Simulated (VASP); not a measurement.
# BN (P6_3/mmc) in VASP: a series of runs, part 2 of 2

VASP 6.6.1. The steps go on from the part before.

### 4 Single point, r2SCAN (biaxial strain in the a-b plane: +6.0 %)

File POSCAR:

```
BN
1.0
    2.6509820601      0.0000000000      0.0000000000
   -1.3254910301      2.2958178090      0.0000000000
    0.0000000000      0.0000000000      6.6267892413
B N
2 2
Direct
    0.3333333333      0.6666666667      0.2500000000
    0.6666666667      0.3333333333      0.7500000000
    0.3333333333      0.6666666667      0.7500000000
    0.6666666667      0.3333333333      0.2500000000
```

File INCAR.step1:

```
PREC = Accurate
ENCUT = 520
ISMEAR = 0
SIGMA = 0.02
LREAL = F
LASPH = T
NELM = 100
NBANDS = 16
GGA = PE
ALGO = Normal
EDIFF = 1E-4
LWAVE = T
LCHARG = F
```

File INCAR.step2:

```
PREC = Accurate
ENCUT = 520
EDIFF = 1E-6
ISMEAR = 0
SIGMA = 0.02
LREAL = F
LASPH = T
NELM = 100
ALGO = Normal
ISIF = 2
LWAVE = F
LCHARG = T
METAGGA = R2SCAN
LMIXTAU = T
LELF = T
LVHAR = T
NBANDS = 16
ISTART = 1
```

File KPOINTS:

```
Automatic mesh
0
Gamma
  12 12 4
```

Potentials or basis: VASP PAW PBE potentials, release 64 (B, N).

On the command line:

```bash
cat potpaw_PBE.64/B/POTCAR potpaw_PBE.64/N/POTCAR > POTCAR
cp INCAR.step1 INCAR
mpirun -np 1 vasp_std > vasp.out
cp INCAR.step2 INCAR
mpirun -np 1 vasp_std > vasp.out
```

OUTCAR:

```text
PREC = Accurate
   ENCUT = 520
   EDIFF = 1E-6
   ISMEAR = 0
   LREAL = F
   LASPH = T
   NELM = 100
   ISIF = 2
   METAGGA = R2SCAN
   ISTART = 1

 ion  position               nearest neighbor table
   1  0.333  0.667  0.250-   4 1.53   4 1.53   4 1.53
   2  0.667  0.333  0.750-   3 1.53   3 1.53   3 1.53
   3  0.333  0.667  0.750-   2 1.53   2 1.53   2 1.53
   4  0.667  0.333  0.250-   1 1.53   1 1.53   1 1.53

  LATTYP: Found a hexagonal cell.
 ALAT       =     2.6509820601
 C/A-ratio  =     2.4997488067

  Lattice vectors:

 A1 = (   2.6509820601,   0.0000000000,   0.0000000000)
 A2 = (  -1.3254910301,   2.2958178090,   0.0000000000)
 A3 = (   0.0000000000,   0.0000000000,   6.6267892413)

Analysis of symmetry for initial positions (statically):
=====================================================================
 Subroutine PRICEL returns:
 Original cell was already a primitive cell.

 Routine SETGRP: Setting up the symmetry group for a
 hexagonal supercell.

[... 173 lines left out ...]
 E-fermi :   1.5782     XC(G=0): -10.3702

 val. band max:        1.3840097410   @ k =   0.3333   0.2500   0.0000
 cond. band min:       5.9034486959   @ k =   0.5000   0.0000   0.0000
 fundamental gap:      4.5194389548
 Fermi energy:         1.5781816537

 k-point     1 :       0.0000    0.0000    0.0000
  band No.  band energies     occupation
      1     -16.4486      2.00000
      2     -16.1361      2.00000
      3      -4.2411      2.00000
      4      -1.9209      2.00000
      5      -0.1656      2.00000
      6      -0.1656      2.00000
[... 433 lines left out ...]
      3      -5.4581      2.00000
      4      -5.3850      2.00000
      5      -2.1567      2.00000
      6      -2.0960      2.00000
[... 8 lines left out ...]
     15      17.4505      0.00000
     16      18.4987      0.00000

 [... further k-points ...]

------------------------ aborting loop because EDIFF is reached ----------------------------------------

  FORCE on cell =-STRESS in cart. coord.  units (eV):
  Direction    XX          YY          ZZ          XY          YZ          ZX
  --------------------------------------------------------------------------------------
  -------------------------------------------------------------------------------------
  Total      -12.4906431    -12.4906431      0.1167067      0.0000000     -0.0000000      0.0000000
  in kB     -496.1900085   -496.1900084      4.6361651      0.0000000     -0.0000000      0.0000000
  external PRESSURE =    -329.2479506 kB  Pullay stress =       0.0000000 kB

 VOLUME and BASIS-vectors are now :
 -----------------------------------------------------------------------------
  energy-cutoff  :      520.00
  volume of cell :       40.33
      direct lattice vectors                 reciprocal lattice vectors
     2.650982060  0.000000000  0.000000000     0.377218698  0.217787317  0.000000000
    -1.325491030  2.295817809  0.000000000     0.000000000  0.435574633  0.000000000
     0.000000000  0.000000000  6.626789241     0.000000000  0.000000000  0.150902641

 POSITION                                       TOTAL-FORCE (eV/Angst)
 -----------------------------------------------------------------------------------
     -0.00000      1.53055      1.65670         0.000000      0.000000      0.000000
      1.32549      0.76527      4.97009        -0.000000     -0.000000      0.000000
     -0.00000      1.53055      4.97009         0.000000     -0.000000      0.000000
      1.32549      0.76527      1.65670        -0.000000      0.000000      0.000000
 -----------------------------------------------------------------------------------
    total drift:                               -0.000000      0.000000      0.000000

  FREE ENERGIE OF THE ION-ELECTRON SYSTEM (eV)
  ---------------------------------------------------
  free  energy   TOTEN  =       -37.8436244247 eV

  energy  without entropy=      -37.8436244247  energy(sigma->0) =      -37.84362442
```

Wall time 3.7 min (1 thread of AMD EPYC 7R13, shared host); peak memory 0.14 GiB.

Results:

```
Free energy            : -37.8436 eV
Pressure               : -32.9 GPa
Band gap on the k mesh : 4.52 eV (least direct gap 4.82 eV)
```

Levels at points of the mesh, in eV from the valence-band top:
```csv
k point,band 4,band 5,band 6,band 7,band 8,band 9,band 10,band 11,band 12,band 13
"(0.00, 0.00, 0.00)",-3.30,-1.55,-1.55,-1.50,-1.50,5.43,10.08,10.32,10.85,10.85
"(0.50, 0.00, 0.00)",-8.53,-4.05,-3.96,-1.38,-0.30,4.52,5.89,8.57,8.77,12.61
"(0.00, 0.00, 0.50)",-4.61,-1.52,-1.52,-1.52,-1.52,7.61,7.61,10.93,10.93,10.93
"(0.50, 0.00, 0.50)",-8.59,-4.01,-4.01,-0.81,-0.81,4.93,4.93,8.82,8.82,13.40
```

Caveat: the cell differs from its parent crystal (biaxial strain in the a-b plane: +6.0 %); the cell stands under tension; the PAW data sets were made with another functional, which shifts forces and pressure a little. A k mesh can miss the band edges.

### 5 Single point, r2SCAN (biaxial strain in the a-b plane: +6.0 %, then relaxed in part)

POSCAR, as its differences from that of step 4:

```diff
@@ -4,3 +4,3 @@
    -1.3254910301      2.2958178090      0.0000000000
-    0.0000000000      0.0000000000      6.6267892413
+    0.0000000000      0.0000000000      6.8301117434
 B N
```

File INCAR.step1:

```
SYSTEM = BN
PREC = Accurate
ENCUT = 520
ISMEAR = 0
SIGMA = 0.02
LREAL = .FALSE.
LASPH = .TRUE.
NELM = 60
NBANDS = 16
GGA = PE
ALGO = Normal
EDIFF = 1E-4
LWAVE = .TRUE.
LCHARG = .FALSE.
```

File INCAR.step2:

```
SYSTEM = BN
PREC = Accurate
ENCUT = 520
EDIFF = 1E-7
ISMEAR = 0
SIGMA = 0.02
LREAL = .FALSE.
LASPH = .TRUE.
NELM = 60
ALGO = Normal
ISIF = 2
LWAVE = .FALSE.
LCHARG = .TRUE.
METAGGA = R2SCAN
LMIXTAU = .TRUE.
LELF = .TRUE.
LVHAR = .TRUE.
NBANDS = 16
ISTART = 1
```

File KPOINTS:

```
regular mesh
0
G
  12 12 4
  0 0 0
```

On the command line:

```bash
cat potpaw_PBE.64/B/POTCAR potpaw_PBE.64/N/POTCAR > POTCAR
cp INCAR.step1 INCAR
mpirun -np 1 vasp_std > vasp.out
cp INCAR.step2 INCAR
mpirun -np 1 vasp_std > vasp.out
```

Wall time 5.5 min (1 thread of AMD EPYC 7R13, shared host); peak memory 0.15 GiB.

Results (log left out):

* Free energy: -37.8461 eV
* Pressure: -32.2 GPa
* Band gap on the k mesh: 4.57 eV (least direct gap 4.88 eV)

Stress tensor (GPa, compression positive):
```
-48.22   0.00   0.00
  0.00 -48.22   0.00
  0.00   0.00  -0.21
```

Levels at points of the mesh, in eV from the valence-band top:
| k point | band 4 | band 5 | band 6 | band 7 | band 8 | band 9 | band 10 | band 11 | band 12 | band 13 |
| --- | --- | --- | --- | --- | --- | --- | --- | --- | --- | --- |
| (0.00, 0.00, 0.00) | -3.46 | -1.52 | -1.52 | -1.48 | -1.48 | 5.29 | 10.02 | 10.06 | 10.90 | 10.90 |
| (0.50, 0.00, 0.00) | -8.51 | -4.02 | -3.95 | -1.26 | -0.34 | 4.57 | 5.79 | 8.58 | 8.83 | 12.48 |
| (0.00, 0.00, 0.50) | -4.58 | -1.50 | -1.50 | -1.50 | -1.50 | 7.36 | 7.36 | 10.96 | 10.96 | 10.96 |
| (0.50, 0.00, 0.50) | -8.56 | -3.98 | -3.98 | -0.78 | -0.78 | 4.96 | 4.96 | 8.83 | 8.83 | 13.25 |

Caveat: the cell differs from its parent crystal (biaxial strain in the a-b plane: +6.0 %, then relaxed in part); the cell stands under tension; the PAW data sets were made with another functional, which shifts forces and pressure a little.

### 6 Overview

```tsv
cell	gap on the mesh (eV)	pressure (GPa)
a = 2.601, b = 2.601, c = 6.857 Å, angles 90.0, 90.0, 120.0°, 4 atoms	4.71	-23.4
a = 2.651, b = 2.651, c = 6.627 Å, angles 90.0, 90.0, 120.0°, 4 atoms	4.52	-32.9
a = 2.651, b = 2.651, c = 6.830 Å, angles 90.0, 90.0, 120.0°, 4 atoms	4.57	-32.2
```

Alike in all rows: task single point; level r2SCAN; potentials or basis VASP PAW PBE potentials, release 64 (B, N); no spin polarisation; k mesh 12 × 12 × 4; cutoff (eV) 520; smearing gaussian 0.02 eV.

Caveats: the cell stands under tension; the PAW data sets were made with another functional, which shifts forces and pressure a little.

Total energies depend on the potentials used, so only differences within one code and one set of settings carry meaning.
